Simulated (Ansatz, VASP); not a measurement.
# One calculation of WSe2, two programs

INCAR

```
SYSTEM = WSe2
PREC = Accurate ; ENCUT = 520
EDIFF = 1E-6 ; ISMEAR = 0
SIGMA = 0.05 ; LREAL = .FALSE.
LASPH = .TRUE. ; NELM = 80
ALGO = Normal ; ISIF = 2
LWAVE = .FALSE. ; LCHARG = .TRUE.
GGA = PE ; IVDW = 12
LELF = .TRUE. ; LVHAR = .TRUE.
NBANDS = 35
```

Contents of KPOINTS:

```
Automatic mesh
0
G
  9 9 2
  0 0 0
```

Contents of POSCAR:

```
WSe2
1.0
   -3.2789854852      0.0000000000      0.0000000000
   -1.6394927426     -2.8396847288      0.0000000000
    0.0000000000      0.0000000000     14.0112373504
W Se
2 4
Direct
    0.0000000000      0.0000000000      0.0000000000
    0.0000000000      0.0000000000      0.5000000000
    0.3333333333      0.3333333333      0.1202764262
    0.3333333333      0.3333333333      0.6202764262
    0.3333333333      0.3333333333      0.3797235738
    0.3333333333      0.3333333333      0.8797235738
```

Input for Ansatz:

```yaml
crystal:
  lattice:
    - [-3.2789854852, 0.0, 0.0]
    - [-1.6394927426, -2.8396847288, 0.0]
    - [0.0, 0.0, 14.0112373504]
  atoms:
    - { symbol: W, position: [0.0, 0.0, 0.0] }
    - { symbol: W, position: [0.0, 0.0, 0.5] }
    - { symbol: Se, position: [0.3333333333, 0.3333333333, 0.1202764262] }
    - { symbol: Se, position: [0.3333333333, 0.3333333333, 0.6202764262] }
    - { symbol: Se, position: [0.3333333333, 0.3333333333, 0.3797235738] }
    - { symbol: Se, position: [0.3333333333, 0.3333333333, 0.8797235738] }
basis:
  ecutwfc: 420
kpoints:
  mp_grid: { grid: [9, 9, 2] }
hamiltonian:
  xc: pbe
  pseudopotentials: { kind: paw, azcp: { folder: soft_1 } }
  dispersion: d3bj
scf:
  occupations: { method: gaussian, width: 0.05 }
output:
  forces: true
  stress: true
  eigenvalues: true
  write_density: true
  write_potential: true
  elf: true
  volumetric_format: npy
```

Alike in both runs: task single point; functional PBE; dispersion D3(BJ); k mesh 9 × 9 × 2; occupations gaussian, width 0.05 eV; no spin polarisation.

|  | VASP | Ansatz |
| --- | --- | --- |
| version | VASP 6.6.1 | Ansatz 0.2.0 |
| potentials or method | VASP PAW PBE potentials, release 64 (W_sv, Se), cutoff 520 eV | scalar-relativistic, plane waves, PAW |
| valence electrons in the cell | 52 | 92 |

```tsv
	VASP	Ansatz	Ansatz less VASP
gap on the k mesh at the Fermi level (eV)	1.33	1.34	+0.004
least direct gap on the mesh (eV)	1.64	1.64	+0.004
pressure (GPa)	0.3	0.0	-0.30
traceless stress, the component that is largest in VASP (GPa)	0.08	0.00	-0.086
rms of the force components (eV/Å)	0.023	0.000	-0.0228
```

Atom by atom the forces differ by 0.023 eV/Å (rms over components). VASP's potentials hold 52 valence electrons a cell and Ansatz's 92, so a difference there can come from the potentials and not from the codes.

Neither program's run includes spin-orbit coupling.
